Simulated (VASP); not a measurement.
# SiSe2 (Ibam) in VASP: a series of runs

Runs on SiSe2. Level: BLYP. Tasks: relaxation of shape and atoms at fixed volume.

Program: VASP 6.6.1. These are calculated values, not measurements. Logs are shortened: lines on timing, memory, paths and dates and some standing lists are left out, and cuts for length are marked.

### Step 1. The cell of the first run

The structure is orthorhombic, space group Ibam (No. 72). Conventional cell: a = 7.672 Å, b = 12.873 Å, c = 6.034 Å, α = 90.00°, β = 90.00°, γ = 90.00°. Within 3.1 Å of Si (site symmetry 222) lie 4 Se at 2.31 Å and 2 Si at 3.02 Å. Within 3.1 Å of Se (site symmetry m) lie 2 Si at 2.31 Å.

### Step 2. Relaxation of shape and atoms at fixed volume, BLYP (49.66 Å³/atom)

Contents of INCAR:

```
SYSTEM = SiSe2
PREC = Accurate
ENCUT = 500
EDIFF = 1E-7
ISMEAR = 0
SIGMA = 0.05
LREAL = .False.
LASPH = .True.
NELM = 120
ALGO = Normal
ISIF = 4
LWAVE = .False.
LCHARG = .False.
GGA = B5
ALDAX = 1.0
AGGAX = 1.0
AGGAC = 1.0
ALDAC = 0.0
IBRION = 2
NSW = 60
EDIFFG = -0.01
GGA_COMPAT = .False.
NELMIN = 4
```

Contents of KPOINTS:

```
regular mesh
0
Gamma
  6 6 6
  0 0 0
```

Contents of POSCAR:

```
SiSe2
1.0
   -3.8360307653      6.4364050069      3.0167792915
    3.8360307653     -6.4364050069      3.0167792915
    3.8360307653      6.4364050069     -3.0167792915
Si Se
2 4
Direct
    0.2500000000      0.2500000000      0.0000000000
    0.7500000000      0.7500000000      0.0000000000
    0.0956374171      0.8380021728      0.9336395899
    0.9043625829      0.1619978272      0.0663604101
    0.5956374171      0.6619978272      0.2576352443
    0.4043625829      0.3380021728      0.7423647557
```

Potentials or basis: VASP PAW PBE potentials, release 64 (Si, Se).

Command:

```sh
> cat potpaw_PBE.64/Si/POTCAR potpaw_PBE.64/Se/POTCAR > POTCAR
> mpirun -np 1 vasp_std > vasp.out
```

OUTCAR:

```text
SYSTEM = SiSe2
   PREC = Accurate
   ENCUT = 500
   EDIFF = 1E-7
   ISMEAR = 0
   LREAL = .False.
   LASPH = .True.
   NELM = 120
   ISIF = 4
   GGA = B5
   IBRION = 2
   NSW = 60
   EDIFFG = -0.01
   NELMIN = 4

 ion  position               nearest neighbor table
   1  0.250  0.250  0.000-   3 2.31   5 2.31   6 2.31   4 2.31   2 3.02   2 3.02
   2  0.750  0.750  0.000-   4 2.31   5 2.31   6 2.31   3 2.31   1 3.02   1 3.02
   3  0.096  0.838  0.934-   1 2.31   2 2.31
   4  0.904  0.162  0.066-   2 2.31   1 2.31
   5  0.596  0.662  0.258-   1 2.31   2 2.31
   6  0.404  0.338  0.742-   1 2.31   2 2.31

  LATTYP: Found a body centered orthorhombic cell.
 ALAT       =     6.0335585830
 B/A-ratio  =     1.2715649355
 C/A-ratio  =     2.1335352656

  Lattice vectors:

 A1 = (   3.8360307653,   6.4364050069,  -3.0167792915)
 A2 = (  -3.8360307653,   6.4364050069,   3.0167792915)
 A3 = (   3.8360307653,  -6.4364050069,   3.0167792915)

Analysis of symmetry for initial positions (statically):
=====================================================================
 Subroutine PRICEL returns:
 Original cell was already a primitive cell.

 Routine SETGRP: Setting up the symmetry group for a
 body centered orthorhombic supercell.

 Subroutine GETGRP returns: Found  8 space group operations
 (whereof  4 operations were pure point group operations)
 out of a pool of  8 trial point group operations.

The static configuration has the point symmetry C_2h.
 The point group associated with its full space group is D_2h.

Analysis of symmetry for dynamics (positions and initial velocities):
=====================================================================
 Subroutine PRICEL returns:
 Original cell was already a primitive cell.

 Routine SETGRP: Setting up the symmetry group for a
 body centered orthorhombic supercell.

 Subroutine GETGRP returns: Found  8 space group operations
 (whereof  4 operations were pure point group operations)
 out of a pool of  8 trial point group operations.

The dynamic configuration has the point symmetry C_2h.
 The point group associated with its full space group is D_2h.

 Subroutine INISYM returns: Found  8 space group operations
 (whereof  4 operations are pure point group operations),
 and found     1 'primitive' translations

----------------------------------------------------------------------------------------

                                     Primitive cell

  volume of cell :     297.9401

  direct lattice vectors                    reciprocal lattice vectors
    -3.836030765  6.436405007  3.016779291     0.000000000  0.077683117  0.165739669
     3.836030765 -6.436405007  3.016779291     0.130343063  0.000000000  0.165739669
     3.836030765  6.436405007 -3.016779291     0.130343063  0.077683117  0.000000000

  length of vectors
     8.077338593  8.077338593  8.077338593     0.183041810  0.210852915  0.151736550

  position of ions in fractional coordinates (direct lattice)
     0.250000000  0.250000000  0.000000000
     0.750000000  0.750000000  0.000000000
     0.095637417  0.838002173  0.933639590
     0.904362583  0.161997827  0.066360410
     0.595637417  0.661997827  0.257635244
     0.404362583  0.338002173  0.742364756

  ion indices of the primitive-cell ions
   primitive index   ion index
                 1           1
                 2           2
                 3           3
                 4           4
                 5           5
                 6           6

----------------------------------------------------------------------------------------

 KPOINTS: regular mesh

Automatic generation of k-mesh.
 Grid dimensions read from file:
 generate k-points for:    6    6    6

 Generating k-lattice:

  Cartesian coordinates                     Fractional coordinates (reciprocal lattice)
     0.000000000  0.012947186  0.027623278     0.166666667  0.000000000  0.000000000
     0.021723844  0.000000000  0.027623278    -0.000000000  0.166666667  0.000000000
     0.021723844  0.012947186  0.000000000    -0.000000000  0.000000000  0.166666667

  Length of vectors
     0.030506968  0.035142153  0.025289425

  Shift w.r.t. Gamma in fractional coordinates (k-lattice)
     0.000000000  0.000000000  0.000000000

 Subroutine IBZKPT returns following result:
 ===========================================

 Found     46 irreducible k-points:

 Following reciprocal coordinates:
            Coordinates               Weight
  0.000000  0.000000  0.000000      1.000000
  0.166667 -0.000000  0.000000      4.000000
  0.333333 -0.000000  0.000000      4.000000
  0.500000  0.000000  0.000000      2.000000
  0.000000  0.166667 -0.000000      4.000000
  0.166667  0.166667 -0.000000      8.000000
[... 16 lines left out ...]
 -0.166667  0.166667  0.166667      2.000000
  0.166667  0.333333  0.166667      4.000000
 [... further k-points ...]
   k-points           NKPTS =     46   k-points in BZ     NKDIM =     46   number of bands    NBANDS=     20
   number of dos      NEDOS =    301   number of ions     NIONS =      6
   total plane-waves  NPLWV = 216000
   dimension x,y,z NGX =    60 NGY =   60 NGZ =   60
   dimension x,y,z NGXF=   120 NGYF=  120 NGZF=  120
   ions per type =               2   4
   NGX,Y,Z   is equivalent  to a cutoff of  12.35, 12.35, 12.35 a.u.
   NGXF,Y,Z  is equivalent  to a cutoff of  24.70, 24.70, 24.70 a.u.
 SYSTEM =  SiSe2
   PREC   = accura    normal or accurate (medium, high low for compatibility)
   ISTART =      0    job   : 0-new  1-cont  2-samecut
   ICHARG =      2    charge: 1-file 2-atom 10-const
   ISPIN  =      1    spin polarized calculation?
   LNONCOLLINEAR =      F non collinear calculations
   LSORBIT =      F    spin-orbit coupling
   LASPH  =      T    aspherical Exc in radial PAW
   ENCUT  =  500.0 eV  36.75 Ry    6.06 a.u.  14.73 14.73 14.73*2*pi/ulx,y,z
   NELM   =    120;   NELMIN=  4; NELMDL= -5     # of ELM steps
   EDIFF  = 0.1E-06   stopping-criterion for ELM
   LREAL  =      F    real-space projection
   EDIFFG = -.1E-01   stopping-criterion for IOM
   NSW    =     60    number of steps for IOM
   IBRION =      2    ionic relax: 0-MD 1-quasi-New 2-CG
   NFREE  =      1    steps in history (QN), initial steepest desc. (CG)
   ISIF   =      4    stress and relaxation
   ISYM   =      2    0-nonsym 1-usesym 2-fastsym
   POTIM  = 0.5000    time-step for ionic-motion
   TEBEG  =    0.0;   TEEND  =   0.0 temperature during run
   PSTRESS=    0.0 pullay stress
   NELECT =      32.0000    total number of electrons
   NUPDOWN=      -1.0000    fix difference up-down
   EMIN   =  10.00;   EMAX   =-10.00  energy-range for DOS
   EFERMI =   0.00;   METHOD = LEGACY
   ISMEAR =     0;   SIGMA  =   0.05  broadening in eV -4-tet -1-fermi 0-gaus
   EFERMI_NEDOS =   21; number of points for ismear=-14 and -15
   IALGO  =     38    algorithm
   IMIX   =      4    mixing-type and parameters
     AMIX     =   0.40;   BMIX     =  1.00
     AMIX_MAG =   1.60;   BMIX_MAG =  1.00
  volume/ion in A,a.u.               =      49.66       335.10
  Fermi-wavevector in a.u.,A,eV,Ry     =   0.778183  1.470553  8.239267  0.605569
  Thomas-Fermi vector in A             =   1.881026
   LORBIT       =      0    0 simple, 1 ext, 2 COOP (PROOUT), +10 PAW based schemes
   GGA     = B5    functional components
   LHFCALC =     F    Hartree Fock is set to
   AEXX    =    0.0000 exact exchange contribution
   IVDW    =     0    specifies the selected vdW correction
   LEPSILON=     F    determine dielectric tensor
   LRPA    =     F    only Hartree local field effects (RPA)
 conjugate gradient relaxation of ions
 non-spin polarized calculation
 Gauss-broadening in eV      SIGMA  =   0.05
  energy-cutoff  :      500.00
  volume of cell :      297.94
 maximum number of plane-waves:      7602
   NGX = 29   NGY = 29   NGZ = 29

--------------------------------------- Ionic step        1  -------------------------------------------

 number of electron      32.0000001 magnetization

 Free energy of the ion-electron system (eV)
  ---------------------------------------------------
  ext. energy  EPLUGINS =         0.00000000
  ---------------------------------------------------
  free energy    TOTEN  =       -24.44925393 eV

  energy without entropy =      -24.44925393  energy(sigma->0) =      -24.44925393

------------------------ aborting loop because EDIFF is reached ----------------------------------------

  FORCE on cell =-STRESS in cart. coord.  units (eV):
  Direction    XX          YY          ZZ          XY          YZ          ZX
  --------------------------------------------------------------------------------------
  -------------------------------------------------------------------------------------
  Total        1.3389683      1.3634562      1.7415247      0.0000000      0.0000000      0.0000000
  in kB        7.2003217      7.3320060      9.3650748      0.0000000      0.0000000      0.0000000
  external PRESSURE =       7.9658008 kB  Pullay stress =       0.0000000 kB
[... 185 lines left out ...]
  energy  without entropy=      -24.4656869634  energy(sigma->0) =      -24.46568696

--------------------------------------- Ionic step        6  -------------------------------------------

 number of electron      32.0000000 magnetization

 Free energy of the ion-electron system (eV)
  ---------------------------------------------------
  ext. energy  EPLUGINS =         0.00000000
  ---------------------------------------------------
  free energy    TOTEN  =       -24.46577086 eV

  energy without entropy =      -24.46577086  energy(sigma->0) =      -24.46577086

 E-fermi :  -0.9781     XC(G=0):  -5.3774

 val. band max:       -1.2358487438   @ k =  -0.3333   0.3333   0.1667
 cond. band min:       1.0818287311   @ k =  -0.3333  -0.3333   0.3333
 fundamental gap:      2.3176774748
 Fermi energy:        -0.9781403302

 k-point     1 :       0.0000    0.0000    0.0000
  band No.  band energies     occupation
      1     -15.0234      2.00000
      2     -13.5899      2.00000
      3     -13.2665      2.00000
      4     -13.2548      2.00000
      5      -8.6626      2.00000
      6      -7.1519      2.00000
[... 12 lines left out ...]
     19       2.6025      0.00000
[... 513 lines left out ...]
      4     -13.2590      2.00000
      5      -7.6330      2.00000
      6      -7.6330      2.00000
[... 12 lines left out ...]
     19       2.6140      0.00000
     20       2.6140      0.00000

 [... further k-points ...]

------------------------ aborting loop because EDIFF is reached ----------------------------------------

  FORCE on cell =-STRESS in cart. coord.  units (eV):
  Direction    XX          YY          ZZ          XY          YZ          ZX
  --------------------------------------------------------------------------------------
  -------------------------------------------------------------------------------------
  Total        0.1552977      0.1910748      0.1620557      0.0000000      0.0000000      0.0000000
  in kB        0.8351159      1.0275075      0.8714568      0.0000000      0.0000000      0.0000000
  external PRESSURE =       0.9113601 kB  Pullay stress =       0.0000000 kB
[... 21 lines left out ...]
  FREE ENERGIE OF THE ION-ELECTRON SYSTEM (eV)
  ---------------------------------------------------
  free  energy   TOTEN  =       -24.4657708562 eV

  energy  without entropy=      -24.4657708562  energy(sigma->0) =      -24.46577086

 reached required accuracy - stopping structural energy minimisation
```

Wall time 15 min (1 thread of Intel Xeon 6975P-C (Granite Rapids), shared host); peak memory 0.66 GiB.

Results:

* Free energy: -24.4658 eV
* Energy gained by relaxing: 2.8 meV/atom
* Ionic steps: 6
* Pressure after relaxing: 0.1 GPa
* Largest force after relaxing: 0.004 eV/Å
* Band gap on the k mesh: 2.32 eV (least direct gap 2.50 eV)

Forces on the atoms (eV/Å):
```
Si   0.000  0.000  0.000
Si   0.000  0.000  0.000
Se  -0.001  0.004  0.000
Se   0.001 -0.004  0.000
Se   0.001  0.004  0.000
Se  -0.001 -0.004  0.000
```

The path:
```tsv
step	energy change (eV)	largest force (eV/Å)	pressure (GPa)	volume (Å³)
1	0.0000	0.3414	0.80	297.94
2	-0.0147	0.0864	0.31	297.94
3	-0.0159	0.0159	0.12	297.94
4	-0.0159	0.0095	0.13	297.94
5	-0.0164	0.0029	0.11	297.94
6	-0.0165	0.0039	0.09	297.94
```

Final structure:
```yaml
crystal:
  lattice:
    - [-3.82229, 6.41907, 3.03580]
    - [3.82229, -6.41907, 3.03580]
    - [3.82229, 6.41907, -3.03580]
  atoms:
    - { symbol: Si, position: [0.25000, 0.25000, 0.00000] }
    - { symbol: Si, position: [0.75000, 0.75000, 0.00000] }
    - { symbol: Se, position: [0.09691, 0.83594, 0.93285] }
    - { symbol: Se, position: [0.90309, 0.16406, 0.06715] }
    - { symbol: Se, position: [0.59691, 0.66406, 0.26097] }
    - { symbol: Se, position: [0.40309, 0.33594, 0.73903] }
```

Caveat: the PAW data sets were made with another functional, which shifts forces and pressure a little; this functional lacks dispersion, which binds layers or chains, so the pressure and a relaxed spacing across them are unreliable.

[end of part 1 of 2]
